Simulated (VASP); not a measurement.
# ZnS (wurtzite type) (P6_3mc) in VASP: single point with PBE

Aim: the single point of ZnS (wurtzite type) with PBE.

All numbers are computed with VASP 6.6.1; they aren't measurements. Logs are shortened: lines on timing, memory, paths and dates and some standing lists are left out, and cuts for length are marked.

### Step 1. The cell of the first run

Symmetry: P6_3mc, No. 186, hexagonal system. Conventional cell: a = 2.934 Å, b = 2.934 Å, c = 6.111 Å, α = 90.00°, β = 90.00°, γ = 120.00°. Zn (site symmetry 3m) has 4 S at 1.93 to 2.03 Å within 2.6 Å. Within 2.6 Å of S (site symmetry 3m) lie 4 Zn at 1.93 to 2.03 Å.

### Step 2. Single point, PBE

Contents of INCAR:

```
PREC     = Accurate       # precision mode
ENCUT    = 520            # plane-wave cutoff, eV
EDIFF    = 1E-6           # SCF threshold, eV
ISMEAR   = -1             # smearing method
SIGMA    = 0.08           # smearing width, eV
LREAL    = F              # projectors in reciprocal space
LASPH    = T              # aspherical terms in the spheres
NELM     = 100            # most SCF steps
ALGO     = Normal         # electronic algorithm
ISIF     = 2              # what is computed and relaxed
LWAVE    = F              # write WAVECAR
LCHARG   = F              # write CHGCAR
GGA      = PE             # functional
NBANDS   = 26             # bands
```

Contents of KPOINTS:

```
Automatic mesh
0
Gamma
  11 11 6
```

Contents of POSCAR:

```
ZnS
1.0
    2.9336732367      0.0000000000      0.0000000000
   -1.4668366183      2.5406355494      0.0000000000
    0.0000000000      0.0000000000      6.1114411783
Zn S
2 2
Direct
    0.3333333333      0.6666666667      0.0297147439
    0.6666666667      0.3333333333      0.5297147439
    0.3333333333      0.6666666667      0.3462852561
    0.6666666667      0.3333333333      0.8462852561
```

Potentials or basis: VASP PAW PBE potentials, release 64 (Zn, S).

Launch:

```sh
cat potpaw_PBE.64/Zn/POTCAR potpaw_PBE.64/S/POTCAR > POTCAR
mpirun -np 1 vasp_std > vasp.out
```

OUTCAR:

```text
PREC = Accurate
   ENCUT = 520
   EDIFF = 1E-6
   ISMEAR = -1
   LREAL = F
   LASPH = T
   NELM = 100
   ISIF = 2
   GGA = PE

 ion  position               nearest neighbor table
   1  0.333  0.667  0.030-   3 1.93   4 2.03   4 2.03   4 2.03
   2  0.667  0.333  0.530-   4 1.93   3 2.03   3 2.03   3 2.03
   3  0.333  0.667  0.346-   1 1.93   2 2.03   2 2.03   2 2.03
   4  0.667  0.333  0.846-   2 1.93   1 2.03   1 2.03   1 2.03

  LATTYP: Found a hexagonal cell.
 ALAT       =     2.9336732367
 C/A-ratio  =     2.0832044625

  Lattice vectors:

 A1 = (   2.9336732367,   0.0000000000,   0.0000000000)
 A2 = (  -1.4668366183,   2.5406355494,   0.0000000000)
 A3 = (   0.0000000000,   0.0000000000,   6.1114411783)

Analysis of symmetry for initial positions (statically):
=====================================================================
 Subroutine PRICEL returns:
 Original cell was already a primitive cell.

 Routine SETGRP: Setting up the symmetry group for a
 hexagonal supercell.

 Subroutine GETGRP returns: Found 12 space group operations
 (whereof  6 operations were pure point group operations)
 out of a pool of 24 trial point group operations.

The static configuration has the point symmetry C_3v.
 The point group associated with its full space group is C_6v.

Analysis of symmetry for dynamics (positions and initial velocities):
=====================================================================
 Subroutine PRICEL returns:
 Original cell was already a primitive cell.

 Routine SETGRP: Setting up the symmetry group for a
 hexagonal supercell.

 Subroutine GETGRP returns: Found 12 space group operations
 (whereof  6 operations were pure point group operations)
 out of a pool of 24 trial point group operations.

The dynamic configuration has the point symmetry C_3v.
 The point group associated with its full space group is C_6v.

 Subroutine INISYM returns: Found 12 space group operations
 (whereof  6 operations are pure point group operations),
 and found     1 'primitive' translations

----------------------------------------------------------------------------------------

                                     Primitive cell

  volume of cell :      45.5510

  direct lattice vectors                    reciprocal lattice vectors
     2.933673237  0.000000000  0.000000000     0.340869592  0.196801151  0.000000000
    -1.466836618  2.540635549  0.000000000     0.000000000  0.393602302  0.000000000
     0.000000000  0.000000000  6.111441178     0.000000000  0.000000000  0.163627526

  length of vectors
     2.933673237  2.933673237  6.111441178     0.393602302  0.393602302  0.163627526

  position of ions in fractional coordinates (direct lattice)
     0.333333333  0.666666667  0.029714744
     0.666666667  0.333333333  0.529714744
     0.333333333  0.666666667  0.346285256
     0.666666667  0.333333333  0.846285256

  ion indices of the primitive-cell ions
   primitive index   ion index
                 1           1
                 2           2
                 3           3
                 4           4

----------------------------------------------------------------------------------------

 KPOINTS: Automatic mesh

Automatic generation of k-mesh.
 Grid dimensions read from file:
 generate k-points for:   11   11    6

 Generating k-lattice:

  Cartesian coordinates                     Fractional coordinates (reciprocal lattice)
     0.030988145  0.017891014  0.000000000     0.090909091  0.000000000  0.000000000
     0.000000000  0.035782027  0.000000000     0.000000000  0.090909091  0.000000000
     0.000000000  0.000000000  0.027271254     0.000000000  0.000000000  0.166666667

  Length of vectors
     0.035782027  0.035782027  0.027271254

  Shift w.r.t. Gamma in fractional coordinates (k-lattice)
     0.000000000  0.000000000  0.000000000

 Subroutine IBZKPT returns following result:
 ===========================================

 Found     64 irreducible k-points:

 Following reciprocal coordinates:
            Coordinates               Weight
  0.000000  0.000000  0.000000      1.000000
  0.090909  0.000000  0.000000      6.000000
  0.181818 -0.000000  0.000000      6.000000
  0.272727  0.000000  0.000000      6.000000
  0.363636  0.000000  0.000000      6.000000
  0.454545  0.000000  0.000000      6.000000
[... 16 lines left out ...]
  0.090909  0.090909  0.166667     12.000000
  0.181818  0.090909  0.166667     24.000000
 [... further k-points ...]
   k-points           NKPTS =     64   k-points in BZ     NKDIM =     64   number of bands    NBANDS=     26
   number of dos      NEDOS =    301   number of ions     NIONS =      4
   total plane-waves  NPLWV =  27648
   dimension x,y,z NGX =    24 NGY =   24 NGZ =   48
   dimension x,y,z NGXF=    48 NGYF=   48 NGZF=   96
   ions per type =               2   2
   NGX,Y,Z   is equivalent  to a cutoff of  13.60, 13.60, 13.06 a.u.
   NGXF,Y,Z  is equivalent  to a cutoff of  27.20, 27.20, 26.11 a.u.
 SYSTEM =  unknown system
   PREC   = accura    normal or accurate (medium, high low for compatibility)
   ISTART =      0    job   : 0-new  1-cont  2-samecut
   ICHARG =      2    charge: 1-file 2-atom 10-const
   ISPIN  =      1    spin polarized calculation?
   LNONCOLLINEAR =      F non collinear calculations
   LSORBIT =      F    spin-orbit coupling
   LASPH  =      T    aspherical Exc in radial PAW
   ENCUT  =  520.0 eV  38.22 Ry    6.18 a.u.   5.45  5.45 11.36*2*pi/ulx,y,z
   NELM   =    100;   NELMIN=  2; NELMDL= -5     # of ELM steps
   EDIFF  = 0.1E-05   stopping-criterion for ELM
   LREAL  =      F    real-space projection
   EDIFFG = 0.1E-04   stopping-criterion for IOM
   NSW    =      0    number of steps for IOM
   IBRION =     -1    ionic relax: 0-MD 1-quasi-New 2-CG
   NFREE  =      0    steps in history (QN), initial steepest desc. (CG)
   ISIF   =      2    stress and relaxation
   ISYM   =      2    0-nonsym 1-usesym 2-fastsym
   POTIM  = 0.5000    time-step for ionic-motion
   TEBEG  =    0.0;   TEEND  =   0.0 temperature during run
   PSTRESS=    0.0 pullay stress
   NELECT =      36.0000    total number of electrons
   NUPDOWN=      -1.0000    fix difference up-down
   EMIN   =  10.00;   EMAX   =-10.00  energy-range for DOS
   EFERMI =   0.00;   METHOD = LEGACY
   ISMEAR =    -1;   SIGMA  =   0.08  broadening in eV -4-tet -1-fermi 0-gaus
   EFERMI_NEDOS =   21; number of points for ismear=-14 and -15
   IALGO  =     38    algorithm
   IMIX   =      4    mixing-type and parameters
     AMIX     =   0.40;   BMIX     =  1.00
     AMIX_MAG =   1.60;   BMIX_MAG =  1.00
  volume/ion in A,a.u.               =      11.39        76.85
  Fermi-wavevector in a.u.,A,eV,Ry     =   1.513595  2.860280 31.170546  2.290971
  Thomas-Fermi vector in A             =   2.623365
   LORBIT       =      0    0 simple, 1 ext, 2 COOP (PROOUT), +10 PAW based schemes
   GGA     = PE    functional components
   LHFCALC =     F    Hartree Fock is set to
   AEXX    =    0.0000 exact exchange contribution
   IVDW    =     0    specifies the selected vdW correction
   LEPSILON=     F    determine dielectric tensor
   LRPA    =     F    only Hartree local field effects (RPA)
 non-spin polarized calculation
  energy-cutoff  :      520.00
  volume of cell :       45.55
 maximum number of plane-waves:      1265
 NGX is ok and might be reduce to    24
   NGX = 11   NGY = 11   NGZ = 23

 number of electron      35.9999999 magnetization

 Free energy of the ion-electron system (eV)
  ---------------------------------------------------
  ext. energy  EPLUGINS =         0.00000000
  ---------------------------------------------------
  free energy    TOTEN  =        -4.92572295 eV

  energy without entropy =       -4.91918976  energy(sigma->0) =       -4.92245635

 E-fermi :   9.9158     XC(G=0): -12.5823

 val. band max:        9.8960607472   @ k =   0.3636   0.2727   0.1667
 cond. band min:       9.9861866969   @ k =   0.2727   0.2727   0.0000
 fundamental gap:      0.0901259496
 Fermi energy:         9.9158153968

 k-point     1 :       0.0000    0.0000    0.0000
  band No.  band energies     occupation
      1      -9.3789      2.00000
      2      -7.7198      2.00000
      3      -2.1534      2.00000
      4      -1.4077      2.00000
      5      -0.4587      2.00000
      6      -0.4587      2.00000
[... 18 lines left out ...]
     25      18.0283      0.00000
     26      19.2017      0.00000

 k-point     2 :       0.0909    0.0000    0.0000
  band No.  band energies     occupation
      1      -9.2278      2.00000
      2      -7.6000      2.00000
      3      -1.9934      2.00000
      4      -1.3694      2.00000
      5      -0.5124      2.00000
      6      -0.4514      2.00000
[... 18 lines left out ...]
     25      18.5599      0.00000
     26      18.6938      0.00000

 k-point     3 :       0.1818   -0.0000    0.0000
  band No.  band energies     occupation
      1      -8.7875      2.00000
      2      -7.2584      2.00000
      3      -1.5624      2.00000
      4      -1.2859      2.00000
      5      -0.6234      2.00000
      6      -0.4519      2.00000
[... 18 lines left out ...]
     25      18.8107      0.00000
     26      19.8649      0.00000

 k-point     4 :       0.2727    0.0000    0.0000
  band No.  band energies     occupation
      1      -8.1046      2.00000
      2      -6.7574      2.00000
      3      -1.3459      2.00000
      4      -1.0686      2.00000
      5      -0.6840      2.00000
      6      -0.4862      2.00000
[... 18 lines left out ...]
     25      19.5247      0.00000
     26      21.6043      0.00000
[... 496 lines left out ...]
      1      -6.5786      2.00000
      2      -5.9681      2.00000
      3      -1.6579      2.00000
      4      -1.3995      2.00000
      5      -0.9143      2.00000
      6      -0.5418      2.00000
[... 18 lines left out ...]
     25      18.0775      0.00000
     26      21.3106      0.00000

 k-point    23 :       0.0909    0.0909    0.1667
  band No.  band energies     occupation
      1      -8.8522      2.00000
      2      -7.5131      2.00000
      3      -1.6532      2.00000
      4      -1.3331      2.00000
      5      -0.5747      2.00000
      6      -0.4503      2.00000
[... 18 lines left out ...]
     25      17.7744      0.00000
     26      18.7551      0.00000

 k-point    24 :       0.1818    0.0909    0.1667
  band No.  band energies     occupation
      1      -8.2935      2.00000
      2      -7.0714      2.00000
      3      -1.3284      2.00000
      4      -1.2594      2.00000
      5      -0.6495      2.00000
      6      -0.5282      2.00000
[... 18 lines left out ...]
     25      18.7772      0.00000
     26      19.3034      0.00000

 [... further k-points ...]

------------------------ aborting loop because EDIFF is reached ----------------------------------------

  FORCE on cell =-STRESS in cart. coord.  units (eV):
  Direction    XX          YY          ZZ          XY          YZ          ZX
  --------------------------------------------------------------------------------------
  -------------------------------------------------------------------------------------
  Total       34.2303483     34.2303483     34.3534580      0.0000000      0.0000000      0.0000000
  in kB     1203.9935362   1203.9935362   1208.3237053      0.0000000      0.0000000      0.0000000
  external PRESSURE =    1205.4369259 kB  Pullay stress =       0.0000000 kB

 VOLUME and BASIS-vectors are now :
 -----------------------------------------------------------------------------
  energy-cutoff  :      520.00
  volume of cell :       45.55
      direct lattice vectors                 reciprocal lattice vectors
     2.933673237  0.000000000  0.000000000     0.340869592  0.196801151  0.000000000
    -1.466836618  2.540635549  0.000000000     0.000000000  0.393602302  0.000000000
     0.000000000  0.000000000  6.111441178     0.000000000  0.000000000  0.163627526

 POSITION                                       TOTAL-FORCE (eV/Angst)
 -----------------------------------------------------------------------------------
     -0.00000      1.69376      0.18160        -0.000000      0.000000     -0.007460
      1.46684      0.84688      3.23732        -0.000000     -0.000000     -0.007460
     -0.00000      1.69376      2.11630         0.000000     -0.000000      0.007460
      1.46684      0.84688      5.17202         0.000000      0.000000      0.007460
 -----------------------------------------------------------------------------------
    total drift:                               -0.000001     -0.000001     -0.001713

  FREE ENERGIE OF THE ION-ELECTRON SYSTEM (eV)
  ---------------------------------------------------
  free  energy   TOTEN  =        -4.9257229475 eV

  energy  without entropy=       -4.9191897561  energy(sigma->0) =       -4.92245635
```

Wall time 69 s (1 thread of AMD EPYC 9R45 (Zen 5), shared host); peak memory 0.17 GiB.

What came out:

* Free energy: -4.9257 eV
* Pressure: 120.5 GPa
* Largest force: 0.007 eV/Å
* Band gap on the k mesh: zero (band 18 reaches 10.15 eV, above the bottom of band 19 at 9.46 eV)

Forces in eV/Å, atoms in the order of the input:
```
Zn   0.000  0.000 -0.007
Zn   0.000  0.000 -0.007
S    0.000  0.000  0.007
S    0.000  0.000  0.007
```
